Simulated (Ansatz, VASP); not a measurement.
# One calculation of InP, two programs

INCAR

```
SYSTEM = InP
ALGO = Normal
EDIFF = 1E-6
ENCUT = 520
GGA = PE
ISIF = 2
ISMEAR = 0
LASPH = .True.
LCHARG = .False.
LREAL = .False.
LWAVE = .False.
NBANDS = 16
NELM = 100
PREC = Accurate
SIGMA = 0.1
```

The input KPOINTS:

```
k-points
0
Gamma
  4 4 6
  0 0 0
```

The input POSCAR:

```
InP
1.0
    4.1564057000      0.0000000000      0.0000000000
    0.0000000000      4.1564057000      0.0000000000
    0.0000000000      0.0000000000      2.6538418300
In P
1 1
Direct
    0.5000000000      0.5000000000      0.5205863400
    0.0000000000      0.0000000000      0.9206826100
```

Input for Ansatz:

```yaml
crystal:
  lattice:
    - [4.1564057, 0.0, 0.0]
    - [0.0, 4.1564057, 0.0]
    - [0.0, 0.0, 2.65384183]
  atoms:
    - { symbol: In, position: [0.5, 0.5, 0.52058634] }
    - { symbol: P, position: [0.0, 0.0, 0.92068261] }
basis:
  ecutwfc: 420
kpoints:
  mp_grid: { grid: [4, 4, 6] }
hamiltonian:
  xc: pbe
scf:
  occupations: { method: gaussian, width: 0.1 }
  lower_state_search: "off"
output:
  forces: true
  stress: true
  eigenvalues: true
```

Alike in both runs: task single point; functional PBE; k mesh 4 × 4 × 6; occupations gaussian, width 0.1 eV; no spin polarisation.

```csv
,VASP,Ansatz
version,VASP 6.6.1,Ansatz 0.2.0
potentials or method,"VASP PAW PBE potentials, release 64 (In_d, P), cutoff 520 eV","scalar-relativistic, plane waves, PAW"
valence electrons in the cell,18,18
```

Ansatz gave:

* gap on the k mesh at the Fermi level (eV): none
* pressure (GPa): -1.1
* traceless stress, the component that is largest in VASP (GPa): 5.32
* rms of the force components (eV/Å): 0.151

Question: What did VASP give for the same quantities?

Answer: gap on the k mesh at the Fermi level (eV): none; pressure (GPa): -1.1; traceless stress, the component that is largest in VASP (GPa): 5.30; rms of the force components (eV/Å): 0.152.

Atom by atom the forces differ by 0.000 eV/Å (rms over components). A gap of «none» marks a metal or a gap that the smearing closes.

The k mesh is coarse, so the values compare programs but aren't converged.
